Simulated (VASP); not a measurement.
Set up this calculation in VASP 6.6.1, as the native input.

- Task: single point
- Functional: PBE
- Potentials or basis: VASP PAW PBE potentials, release 64 (Si, O)
- Cutoff: 520 eV
- k mesh: 7 × 4 × 1
- Occupations: gaussian, width 0.05 eV
- Spin: collinear spin, ferromagnetic start
- Starting moments: [0.0, 0.0, 0.0, 0.0, 0.0, 0.0, 0.0, 0.0, 2.0] μB
- Dipole correction: yes
- Further INCAR settings: ALGO = Normal; EDIFF = 1e-06; NBANDS = 33

The structure of Si8O lies in POSCAR:

```
Si8O
1.0
    3.8510821816      0.0000000000      0.0000000000
    0.0000000000      6.3646812169      0.0000000000
    0.0000000000      0.0000000000     19.7525434844
Si O
8 1
Direct
    0.0000000000      0.9370679252      0.2025055661
    0.0000000000      0.5629320748      0.2025055661
    0.5000000000      0.4370679252      0.2587875162
    0.5000000000      0.0629320748      0.2587875162
    0.5000000000      0.9333044677      0.3720589469
    0.5000000000      0.5666955323      0.3720589469
    0.0000000000      0.4259907537      0.4177964975
    0.0000000000      0.0740092463      0.4177964975
    0.0000000000      0.9259907537      0.4831597254
```

The input as run:

INCAR

```
SYSTEM = Si8O
PREC     = Accurate       ! precision mode
ENCUT    = 520            ! plane-wave cutoff, eV
EDIFF    = 1E-6           ! SCF threshold, eV
ISMEAR   = 0              ! smearing method
SIGMA    = 0.05           ! smearing width, eV
LREAL    = .FALSE.        ! projectors in reciprocal space
LASPH    = .TRUE.         ! aspherical terms in the spheres
NELM     = 150            ! most SCF steps
ALGO     = Normal         ! electronic algorithm
ISIF     = 2              ! what is computed and relaxed
LWAVE    = .FALSE.        ! write WAVECAR
LCHARG   = .FALSE.        ! write CHGCAR
ISPIN    = 2              ! spin polarisation
MAGMOM   = 0 0 0 0 0 0 0 0 2 ! initial moments
LORBIT   = 11             ! projections on sites
LDIPOL   = .TRUE.       
IDIPOL   = 3            
DIPOL    = 0.5 0.5 0.332
GGA      = PE             ! functional
NBANDS   = 33             ! bands
```

KPOINTS

```
Automatic mesh
0
G
  7 4 1
  0 0 0
```

Potentials or basis: VASP PAW PBE potentials, release 64 (Si, O).

The run is started by

```console
$ cat potpaw_PBE.64/Si/POTCAR potpaw_PBE.64/O/POTCAR > POTCAR
$ mpirun -np 1 vasp_std > vasp.out
```

It gave:

```yaml
Largest_force: 1.781 eV/Å
Net_moment: 0.27 μB per cell
Site_moments: Si +0.04, -0.04, +0.00, +0.01, -0.01, +0.07 (each value once); O +0.01 μB
Valence_electrons_inside_the_program's_atomic_spheres: Si 1.62, 1.63, 1.65, 1.66, 1.69, 1.68, 1.74 (each value once); O 4.97
```

Wall time 14 min on 1 thread of Intel(R) Xeon(R) Platinum 8259CL CPU @ 2.50GHz (Skylake/Cascade Lake) (shared host), peak memory 0.82 GiB.
